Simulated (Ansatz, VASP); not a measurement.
## One calculation of BaF2, two programs

File INCAR:

```
PREC     = Accurate       # precision mode
ENCUT    = 600            # plane-wave cutoff, eV
EDIFF    = 1E-7           # SCF threshold, eV
ISMEAR   = 0              # smearing method
SIGMA    = 0.02           # smearing width, eV
LREAL    = F              # projectors in reciprocal space
LASPH    = T              # aspherical terms in the spheres
NELM     = 120            # most SCF steps
ALGO     = Normal         # electronic algorithm
ISIF     = 3              # what is computed and relaxed
LWAVE    = F              # write WAVECAR
LCHARG   = F              # write CHGCAR
GGA      = PE             # functional
IBRION   = 2              # ionic algorithm
NSW      = 100            # ionic steps
EDIFFG   = -0.005         # ionic threshold
GGA_COMPAT= F            
NELMIN   = 4
```

Contents of KPOINTS:

```
regular mesh
0
Gamma
  6 6 6
```

The input POSCAR:

```
BaF2
1.0
    0.0000000000      3.1128654085      3.1128654085
    3.1128654085      0.0000000000      3.1128654085
    3.1128654085      3.1128654085      0.0000000000
Ba F
1 2
Direct
    0.0000000000      0.0000000000      0.0000000000
    0.2500000000      0.2500000000      0.2500000000
    0.7500000000      0.7500000000      0.7500000000
```

Input for Ansatz:

```yaml
crystal:
  lattice:
    - [0.0, 3.1128654085, 3.1128654085]
    - [3.1128654085, 0.0, 3.1128654085]
    - [3.1128654085, 3.1128654085, 0.0]
  atoms:
    - { symbol: Ba, position: [0.0, 0.0, 0.0] }
    - { symbol: F, position: [0.25, 0.25, 0.25] }
    - { symbol: F, position: [0.75, 0.75, 0.75] }
basis:
  ecutwfc: 420
kpoints:
  mp_grid: { grid: [6, 6, 6] }
hamiltonian:
  xc: pbe
scf:
  occupations: { method: gaussian, width: 0.02 }
output:
  forces: true
  stress: true
  eigenvalues: true
relax:
  adjacent_minimum: "off"
  f_tol: 0.005
  max_steps: 80
  cell: { stress_tol: 0.05 }
```

Alike in both runs: task relaxation of cell and atoms; functional PBE; k mesh 6 × 6 × 6; occupations gaussian, width 0.02 eV; no spin polarisation.

```csv
,VASP,Ansatz
version,VASP 6.6.1,Ansatz 0.2.0
potentials or method,"VASP PAW PBE potentials, release 64 (Ba_sv, F), cutoff 600 eV","scalar-relativistic, plane waves, PAW"
valence electrons in the cell,24,24
```

|  | VASP | Ansatz | Ansatz less VASP |
| --- | --- | --- | --- |
| gap on the k mesh at the Fermi level, each at its own relaxed structure (eV) | 6.60 | 6.75 | +0.152 |
| relaxed volume (Å³/atom) | 20.66 | 20.29 | -0.368 |
| relaxed length of the cell vector where the two differ most in proportion (Å) | 4.442 | 4.416 | -0.0265 |

Neither program's run includes spin-orbit coupling.
